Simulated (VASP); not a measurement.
# Si4GePt (F-43m) in VASP: further runs

Si4GePt is run at these levels: PBE; tasks: single point, relaxation of cell and atoms.

All numbers are computed with VASP 6.6.1; they aren't measurements. Logs are shortened: lines on timing, memory, paths and dates and some standing lists are left out, and cuts for length are marked.

## (1) The cell of the first run

It takes space group F-43m (No. 216, cubic). The conventional cell has a = 7.286 Å, b = 7.286 Å, c = 7.286 Å, α = 90.00°, β = 90.00°, γ = 90.00°. Within 3.4 Å of Si (site symmetry 3m) lie 6 Si at 2.57 to 2.58 Å and 3 Ge at 3.02 Å and 3 Pt at 3.02 Å. Within 4.0 Å of Ge (site symmetry -43m) lie 12 Si at 3.02 Å and 4 Pt at 3.15 Å. Pt (site symmetry -43m) has 12 Si at 3.02 Å and 4 Ge at 3.15 Å within 4.0 Å.

The cell was built from a structure type or drawn by symmetry, and may not be a known phase.

## (2) Single point, PBE

File INCAR:

```
SYSTEM = Si4GePt
PREC = Accurate ; ENCUT = 520
EDIFF = 1E-6 ; ISMEAR = 0
SIGMA = 0.1 ; LREAL = .False.
LASPH = .True. ; NELM = 80
ALGO = Normal ; ISIF = 2
LWAVE = .False. ; LCHARG = .True.
GGA = PE ; LELF = .True.
LVHAR = .True. ; NBANDS = 29
```

File KPOINTS:

```
Automatic mesh
0
Gamma
  4 4 4
  0 0 0
```

File POSCAR:

```
Si4GePt
1.0
    0.0000000000      3.6429348500      3.6429348500
    3.6429348500      0.0000000000      3.6429348500
    3.6429348500      3.6429348500      0.0000000000
Si Ge Pt
4 1 1
Direct
    0.8748729900      0.3753810200      0.8748729900
    0.3753810200      0.8748729900      0.8748729900
    0.8748729900      0.8748729900      0.8748729900
    0.8748729900      0.8748729900      0.3753810200
    0.5000000000      0.5000000000      0.5000000000
    0.2500000000      0.2500000000      0.2500000000
```

Potentials or basis: VASP PAW PBE potentials, release 64 (Si, Ge_d, Pt).

Run with:

```console
> cat potpaw_PBE.64/Si/POTCAR potpaw_PBE.64/Ge_d/POTCAR potpaw_PBE.64/Pt/POTCAR > POTCAR
> mpirun -np 1 vasp_std > vasp.out
```

OUTCAR:

```text
SYSTEM = Si4GePt
   PREC = Accurate
   ENCUT = 520
   EDIFF = 1E-6
   ISMEAR = 0
   LREAL = .False.
   LASPH = .True.
   NELM = 80
   ISIF = 2
   GGA = PE

 ion  position               nearest neighbor table
   1  0.875  0.375  0.875-   2 2.57   3 2.57   4 2.57   2 2.58   4 2.58   3 2.58   5 3.02   5 3.02
                             5 3.02   6 3.02   6 3.02   6 3.02
   2  0.375  0.875  0.875-   1 2.57   3 2.57   4 2.57   1 2.58   4 2.58   3 2.58   5 3.02   5 3.02
                             5 3.02   6 3.02   6 3.02   6 3.02
   3  0.875  0.875  0.875-   1 2.57   2 2.57   4 2.57   2 2.58   1 2.58   4 2.58   5 3.02   5 3.02
                             5 3.02   6 3.02   6 3.02   6 3.02
   4  0.875  0.875  0.375-   1 2.57   2 2.57   3 2.57   1 2.58   2 2.58   3 2.58   5 3.02   5 3.02
                             5 3.02   6 3.02   6 3.02   6 3.02
   5  0.500  0.500  0.500-   1 3.02   2 3.02   4 3.02   3 3.02   3 3.02   3 3.02   2 3.02   2 3.02
                             4 3.02   1 3.02   1 3.02   4 3.02   6 3.15   6 3.15   6 3.15   6 3.15
   6  0.250  0.250  0.250-   1 3.02   4 3.02   2 3.02   4 3.02   1 3.02   2 3.02   3 3.02   3 3.02
                             3 3.02   1 3.02   2 3.02   4 3.02   5 3.15   5 3.15   5 3.15   5 3.15

  LATTYP: Found a face centered cubic cell.
 ALAT       =     7.2858697000

  Lattice vectors:

 A1 = (   0.0000000000,   3.6429348500,   3.6429348500)
 A2 = (   3.6429348500,   0.0000000000,   3.6429348500)
 A3 = (   3.6429348500,   3.6429348500,   0.0000000000)

Analysis of symmetry for initial positions (statically):
=====================================================================
 Subroutine PRICEL returns:
 Original cell was already a primitive cell.

 Routine SETGRP: Setting up the symmetry group for a
 face centered cubic supercell.

 Subroutine GETGRP returns: Found 24 space group operations
 (whereof 24 operations were pure point group operations)
 out of a pool of 48 trial point group operations.

The static configuration has the point symmetry T_d .

Analysis of symmetry for dynamics (positions and initial velocities):
=====================================================================
 Subroutine PRICEL returns:
 Original cell was already a primitive cell.

 Routine SETGRP: Setting up the symmetry group for a
 face centered cubic supercell.

 Subroutine GETGRP returns: Found 24 space group operations
 (whereof 24 operations were pure point group operations)
 out of a pool of 48 trial point group operations.

The dynamic configuration has the point symmetry T_d .

 Subroutine INISYM returns: Found 24 space group operations
 (whereof 24 operations are pure point group operations),
 and found     1 'primitive' translations

----------------------------------------------------------------------------------------

                                     Primitive cell

  volume of cell :      96.6906

  direct lattice vectors                    reciprocal lattice vectors
     0.000000000  3.642934850  3.642934850    -0.137251974  0.137251974  0.137251974
     3.642934850  0.000000000  3.642934850     0.137251974 -0.137251974  0.137251974
     3.642934850  3.642934850  0.000000000     0.137251974  0.137251974 -0.137251974

  length of vectors
     5.151887872  5.151887872  5.151887872     0.237727393  0.237727393  0.237727393

  position of ions in fractional coordinates (direct lattice)
     0.874872990  0.375381020  0.874872990
     0.375381020  0.874872990  0.874872990
     0.874872990  0.874872990  0.874872990
     0.874872990  0.874872990  0.375381020
     0.500000000  0.500000000  0.500000000
     0.250000000  0.250000000  0.250000000

  ion indices of the primitive-cell ions
   primitive index   ion index
                 1           1
                 2           2
                 3           3
                 4           4
                 5           5
                 6           6

----------------------------------------------------------------------------------------

 KPOINTS: Automatic mesh

Automatic generation of k-mesh.
 Grid dimensions read from file:
 generate k-points for:    4    4    4

 Generating k-lattice:

  Cartesian coordinates                     Fractional coordinates (reciprocal lattice)
    -0.034312994  0.034312994  0.034312994     0.250000000  0.000000000  0.000000000
     0.034312994 -0.034312994  0.034312994     0.000000000  0.250000000  0.000000000
     0.034312994  0.034312994 -0.034312994     0.000000000  0.000000000  0.250000000

  Length of vectors
     0.059431848  0.059431848  0.059431848

  Shift w.r.t. Gamma in fractional coordinates (k-lattice)
     0.000000000  0.000000000  0.000000000

 Subroutine IBZKPT returns following result:
 ===========================================

 Found      8 irreducible k-points:

 Following reciprocal coordinates:
            Coordinates               Weight
  0.000000  0.000000  0.000000      1.000000
  0.250000  0.000000  0.000000      8.000000
  0.500000  0.000000  0.000000      4.000000
  0.250000  0.250000  0.000000      6.000000
  0.500000  0.250000  0.000000     24.000000
 -0.250000  0.250000  0.000000     12.000000
  0.500000  0.500000  0.000000      3.000000
 -0.250000  0.500000  0.250000      6.000000
   k-points           NKPTS =      8   k-points in BZ     NKDIM =      8   number of bands    NBANDS=     29
   number of dos      NEDOS =    301   number of ions     NIONS =      6
   total plane-waves  NPLWV =  64000
   dimension x,y,z NGX =    40 NGY =   40 NGZ =   40
   dimension x,y,z NGXF=    80 NGYF=   80 NGZF=   80
   ions per type =               4   1   1
   NGX,Y,Z   is equivalent  to a cutoff of  12.91, 12.91, 12.91 a.u.
   NGXF,Y,Z  is equivalent  to a cutoff of  25.82, 25.82, 25.82 a.u.
 SYSTEM =  Si4GePt
   PREC   = accura    normal or accurate (medium, high low for compatibility)
   ISTART =      0    job   : 0-new  1-cont  2-samecut
   ICHARG =      2    charge: 1-file 2-atom 10-const
   ISPIN  =      1    spin polarized calculation?
   LNONCOLLINEAR =      F non collinear calculations
   LSORBIT =      F    spin-orbit coupling
   LASPH  =      T    aspherical Exc in radial PAW
   ENCUT  =  520.0 eV  38.22 Ry    6.18 a.u.   9.58  9.58  9.58*2*pi/ulx,y,z
   NELM   =     80;   NELMIN=  2; NELMDL= -5     # of ELM steps
   EDIFF  = 0.1E-05   stopping-criterion for ELM
   LREAL  =      F    real-space projection
   EDIFFG = 0.1E-04   stopping-criterion for IOM
   NSW    =      0    number of steps for IOM
   IBRION =     -1    ionic relax: 0-MD 1-quasi-New 2-CG
   NFREE  =      0    steps in history (QN), initial steepest desc. (CG)
   ISIF   =      2    stress and relaxation
   ISYM   =      2    0-nonsym 1-usesym 2-fastsym
   POTIM  = 0.5000    time-step for ionic-motion
   TEBEG  =    0.0;   TEEND  =   0.0 temperature during run
   PSTRESS=    0.0 pullay stress
   NELECT =      40.0000    total number of electrons
   NUPDOWN=      -1.0000    fix difference up-down
   EMIN   =  10.00;   EMAX   =-10.00  energy-range for DOS
   EFERMI =   0.00;   METHOD = LEGACY
   ISMEAR =     0;   SIGMA  =   0.10  broadening in eV -4-tet -1-fermi 0-gaus
   EFERMI_NEDOS =   21; number of points for ismear=-14 and -15
   IALGO  =     38    algorithm
   IMIX   =      4    mixing-type and parameters
     AMIX     =   0.40;   BMIX     =  1.00
     AMIX_MAG =   1.60;   BMIX_MAG =  1.00
  volume/ion in A,a.u.               =      16.12       108.75
  Fermi-wavevector in a.u.,A,eV,Ry     =   1.219832  2.305149 20.245341  1.487991
  Thomas-Fermi vector in A             =   2.355071
   LORBIT       =      0    0 simple, 1 ext, 2 COOP (PROOUT), +10 PAW based schemes
   GGA     = PE    functional components
   LHFCALC =     F    Hartree Fock is set to
   AEXX    =    0.0000 exact exchange contribution
   IVDW    =     0    specifies the selected vdW correction
   LEPSILON=     F    determine dielectric tensor
   LRPA    =     F    only Hartree local field effects (RPA)
 non-spin polarized calculation
 Gauss-broadening in eV      SIGMA  =   0.10
  energy-cutoff  :      520.00
  volume of cell :       96.69
 maximum number of plane-waves:      2637
 NGX is ok and might be reduce to    40
   NGX = 19   NGY = 19   NGZ = 19

 number of electron      39.9999988 magnetization

 Free energy of the ion-electron system (eV)
  ---------------------------------------------------
  ext. energy  EPLUGINS =         0.00000000
  ---------------------------------------------------
  free energy    TOTEN  =       -29.03291088 eV

  energy without entropy =      -28.99276047  energy(sigma->0) =      -29.01283567

 E-fermi :   9.0101     XC(G=0): -11.3381

 val. band max:        8.9967427885   @ k =  -0.2500   0.5000   0.2500
 cond. band min:       9.0146278645   @ k =   0.0000   0.0000   0.0000
 fundamental gap:      0.0178850761
 Fermi energy:         9.0100561921

 k-point     1 :       0.0000    0.0000    0.0000
  band No.  band energies     occupation
      1     -15.7349      2.00000
      2     -15.7349      2.00000
      3     -15.7319      2.00000
      4     -15.7319      2.00000
      5     -15.7319      2.00000
      6      -4.6301      2.00000
[... 21 lines left out ...]
     28      16.2781      0.00000
     29      16.3922      0.00000

 k-point     2 :       0.2500    0.0000    0.0000
  band No.  band energies     occupation
      1     -15.7349      2.00000
      2     -15.7349      2.00000
      3     -15.7319      2.00000
      4     -15.7317      2.00000
      5     -15.7317      2.00000
      6      -4.1449      2.00000
[... 21 lines left out ...]
     28      13.0071      0.00000
     29      16.4084      0.00000

 k-point     3 :       0.5000    0.0000    0.0000
  band No.  band energies     occupation
      1     -15.7349      2.00000
      2     -15.7349      2.00000
      3     -15.7319      2.00000
      4     -15.7316      2.00000
      5     -15.7316      2.00000
      6      -3.1219      2.00000
[... 126 lines left out ...]
      5     -15.7313      2.00000
      6      -2.2073      2.00000
[... 21 lines left out ...]
     28      13.3382      0.00000
     29      13.8276      0.00000

 k-point     8 :      -0.2500    0.5000    0.2500
  band No.  band energies     occupation
      1     -15.7351      2.00000
      2     -15.7347      2.00000
      3     -15.7319      2.00000
      4     -15.7317      2.00000
      5     -15.7313      2.00000
      6      -2.1026      2.00000
[... 21 lines left out ...]
     28      14.1614      0.00000
     29      14.1814      0.00000

------------------------ aborting loop because EDIFF is reached ----------------------------------------

  FORCE on cell =-STRESS in cart. coord.  units (eV):
  Direction    XX          YY          ZZ          XY          YZ          ZX
  --------------------------------------------------------------------------------------
  -------------------------------------------------------------------------------------
  Total       -0.4523412     -0.4523412     -0.4523412     -0.0000000     -0.0000000     -0.0000000
  in kB       -7.4953601     -7.4953601     -7.4953601     -0.0000000     -0.0000000     -0.0000000
  external PRESSURE =      -7.4953601 kB  Pullay stress =       0.0000000 kB

 VOLUME and BASIS-vectors are now :
 -----------------------------------------------------------------------------
  energy-cutoff  :      520.00
  volume of cell :       96.69
      direct lattice vectors                 reciprocal lattice vectors
     0.000000000  3.642934850  3.642934850    -0.137251974  0.137251974  0.137251974
     3.642934850  0.000000000  3.642934850     0.137251974 -0.137251974  0.137251974
     3.642934850  3.642934850  0.000000000     0.137251974  0.137251974 -0.137251974

 POSITION                                       TOTAL-FORCE (eV/Angst)
 -----------------------------------------------------------------------------------
      4.55459      6.37421      4.55459        -0.019714      0.019714     -0.019714
      6.37421      4.55459      4.55459         0.019714     -0.019714     -0.019714
      6.37421      6.37421      6.37421         0.019714      0.019714      0.019714
      4.55459      4.55459      6.37421        -0.019714     -0.019714      0.019714
      3.64293      3.64293      3.64293        -0.000000      0.000000     -0.000000
      1.82147      1.82147      1.82147        -0.000000      0.000000     -0.000000
 -----------------------------------------------------------------------------------
    total drift:                                0.000000      0.000000      0.000001

  FREE ENERGIE OF THE ION-ELECTRON SYSTEM (eV)
  ---------------------------------------------------
  free  energy   TOTEN  =       -29.0329108775 eV

  energy  without entropy=      -28.9927604675  energy(sigma->0) =      -29.01283567
```

Wall time 34 s (1 thread of Intel Xeon 8259CL, shared host); peak memory 0.25 GiB.

Results:

```
Free energy            : -29.0329 eV
Pressure               : -0.7 GPa
Largest force          : 0.034 eV/Å
Band gap on the k mesh : zero (bands 20 and 21 overlap by 0.79 eV)
```

Forces in eV/Å, atoms in the order of the input:
```
Si  -0.020  0.020 -0.020
Si   0.020 -0.020 -0.020
Si   0.020  0.020  0.020
Si  -0.020 -0.020  0.020
Ge   0.000  0.000  0.000
Pt   0.000  0.000  0.000
```

Caveat: the k points lie up to 0.37 Å⁻¹ apart, too coarse for converged energies and pressures of a metal; spin-orbit coupling is left out, which moves the levels of the heavy elements.

## (3) Single point, PBE

This run uses another cell than the first one, of 15.94 Å³/atom.

File INCAR:

```
ALGO     = Normal         # electronic algorithm
EDIFF    = 1E-6           # SCF threshold, eV
ENCUT    = 520            # plane-wave cutoff, eV
GGA      = PE             # functional
ISIF     = 2              # what is computed and relaxed
ISMEAR   = 0              # smearing method
LASPH    = T              # aspherical terms in the spheres
LCHARG   = F              # write CHGCAR
LREAL    = F              # projectors in reciprocal space
LWAVE    = F              # write WAVECAR
NBANDS   = 29             # bands
NELM     = 80             # most SCF steps
PREC     = Accurate       # precision mode
SIGMA    = 0.1            # smearing width, eV
```

File KPOINTS:

```
k-points
0
Gamma
  10 10 10
```

File POSCAR:

```
Si4GePt
1.0
    0.0000000000      3.6298569229      3.6298569229
    3.6298569229      0.0000000000      3.6298569229
    3.6298569229      3.6298569229      0.0000000000
Si Ge Pt
4 1 1
Direct
    0.8744173470      0.3767479591      0.8744173470
    0.3767479591      0.8744173470      0.8744173470
    0.8744173470      0.8744173470      0.8744173470
    0.8744173470      0.8744173470      0.3767479591
    0.5000000000      0.5000000000      0.5000000000
    0.2500000000      0.2500000000      0.2500000000
```

Potentials or basis: VASP PAW PBE potentials, release 64 (Si, Ge_d, Pt).

Run with:

```console
> cat potpaw_PBE.64/Si/POTCAR potpaw_PBE.64/Ge_d/POTCAR potpaw_PBE.64/Pt/POTCAR > POTCAR
> mpirun -np 1 vasp_std > vasp.out
```

Run time: 3.4 min. Hardware: 1 thread of Intel Xeon 8259CL, shared host; peak memory 0.32 GiB.

Results (log left out):

- Free energy: -29.2549 eV
- Pressure: 0.0 GPa
- Largest force: 0.010 eV/Å
- Band gap on the k mesh: zero (bands 20 and 21 overlap by 1.19 eV)

Forces on the atoms (eV/Å):
```
Si   0.006 -0.006  0.006
Si  -0.006  0.006  0.006
Si  -0.006 -0.006 -0.006
Si   0.006  0.006 -0.006
Ge   0.000  0.000  0.000
Pt   0.000  0.000  0.000
```

Levels at points of the mesh, in eV from the Fermi level:
```tsv
k point	band 17	band 18	band 19	band 20	band 21	band 22	band 23	band 24
(0.00, 0.00, 0.00)	-1.11	-1.11	-1.11	-0.43	-0.43	-0.43	0.03	0.63
(0.50, 0.00, 0.00)	-1.58	-1.58	-0.86	0.37	0.43	0.43	1.23	1.23
(0.50, 0.50, 0.00)	-1.56	0.32	0.32	0.39	0.93	0.93	1.05	2.37
```

Caveat: spin-orbit coupling is left out, which moves the levels of the heavy elements.

## (4) Relaxation of cell and atoms, PBE

File INCAR:

```
PREC = Accurate
ENCUT = 600
EDIFF = 1E-6
ISMEAR = 0
SIGMA = 0.1
LREAL = False
LASPH = True
NELM = 100
ALGO = Normal
ISIF = 3
LWAVE = False
LCHARG = False
GGA = PE
IBRION = 2
NSW = 100
EDIFFG = -0.01
```

File KPOINTS:

```
regular mesh
0
Gamma
  10 10 10
```

File POSCAR:

```
Si4GePt
1.0
    0.0000000000      3.6429348500      3.6429348500
    3.6429348500      0.0000000000      3.6429348500
    3.6429348500      3.6429348500      0.0000000000
Si Ge Pt
4 1 1
Direct
    0.8748729900      0.3753810200      0.8748729900
    0.3753810200      0.8748729900      0.8748729900
    0.8748729900      0.8748729900      0.8748729900
    0.8748729900      0.8748729900      0.3753810200
    0.5000000000      0.5000000000      0.5000000000
    0.2500000000      0.2500000000      0.2500000000
```

Run with:

```console
> cat potpaw_PBE.64/Si/POTCAR potpaw_PBE.64/Ge_d/POTCAR potpaw_PBE.64/Pt/POTCAR > POTCAR
> mpirun -np 1 vasp_std > vasp.out
```

Wall time 8 min (1 thread of Intel Xeon 8259CL, shared host); peak memory 0.36 GiB.

It converged, with:

| Item | Value |
| --- | --- |
| Free energy | -29.2551 eV |
| Relaxed volume | 15.94 Å³/atom |
| Relaxed cell | a = 5.133 Å, b = 5.133 Å, c = 5.133 Å, α = 60.00°, β = 60.00°, γ = 60.00° |
| Space group after relaxing (to 0.1 Å) | F-43m (No. 216) |
| Energy gained by relaxing | 0.8 meV/atom |
| Ionic steps | 4 |
| Pressure after relaxing | 0.0 GPa |
| Band gap on the k mesh | zero (bands 20 and 21 overlap by 1.19 eV) |

Forces on the atoms (eV/Å):
```
Si   0.001 -0.001  0.001
Si  -0.001  0.001  0.001
Si  -0.001 -0.001 -0.001
Si   0.001  0.001 -0.001
Ge   0.000  0.000  0.000
Pt   0.000  0.000  0.000
```

Step by step:
```csv
step,energy change (eV),largest force (eV/Å),pressure (GPa),volume (Å³)
1,0.0000,0.1080,-1.00,96.69
2,-0.0043,0.0209,0.36,95.29
3,-0.0046,0.0380,0.09,95.55
4,-0.0047,0.0023,-0.02,95.63
```

Final structure:
```yaml
crystal:
  lattice:
    - [0.00000, 3.62953, 3.62953]
    - [3.62953, 0.00000, 3.62953]
    - [3.62953, 3.62953, 0.00000]
  atoms:
    - { symbol: Si, position: [0.87438, 0.37685, 0.87438] }
    - { symbol: Si, position: [0.37685, 0.87438, 0.87438] }
    - { symbol: Si, position: [0.87438, 0.87438, 0.87438] }
    - { symbol: Si, position: [0.87438, 0.87438, 0.37685] }
    - { symbol: Ge, position: [0.50000, 0.50000, 0.50000] }
    - { symbol: Pt, position: [0.25000, 0.25000, 0.25000] }
```

Levels at points of the mesh, in eV from the Fermi level:
```
           k point  band 16  band 17  band 18  band 19  band 20  band 21  band 22  band 23  band 24
(0.00, 0.00, 0.00)    -4.22    -1.11    -1.11    -1.11    -0.43    -0.43    -0.43     0.03     0.63
(0.50, 0.00, 0.00)    -1.96    -1.58    -1.58    -0.86     0.37     0.43     0.43     1.23     1.23
(0.50, 0.50, 0.00)    -1.97    -1.56     0.32     0.32     0.39     0.93     0.93     1.05     2.37
```

Caveat: spin-orbit coupling is left out, which moves the levels of the heavy elements.

## (5) Summary

```tsv
task	cell	k mesh	cutoff (eV)	gap on the mesh (eV)	pressure (GPa)	largest force (eV/Å)
single point	a = 5.152 Å, angles 60.0°, 6 atoms	4 × 4 × 4	520	none	-0.7	0.03
single point	a = 5.133 Å, angles 60.0°, 6 atoms	10 × 10 × 10	520	none	0.0	0.01
relaxation of cell and atoms	relaxed from a = 5.152 Å, angles 60.0°, 6 atoms	10 × 10 × 10	600	none	0.0	-
```

Alike in all rows: level PBE; potentials or basis VASP PAW PBE potentials, release 64 (Si, Ge_d, Pt); no spin polarisation; smearing gaussian 0.1 eV.

Caveats: some runs use coarse meshes; spin-orbit coupling is left out, which moves the levels of the heavy elements.

Total energies depend on the potentials used, so only differences within one code and one set of settings carry meaning.
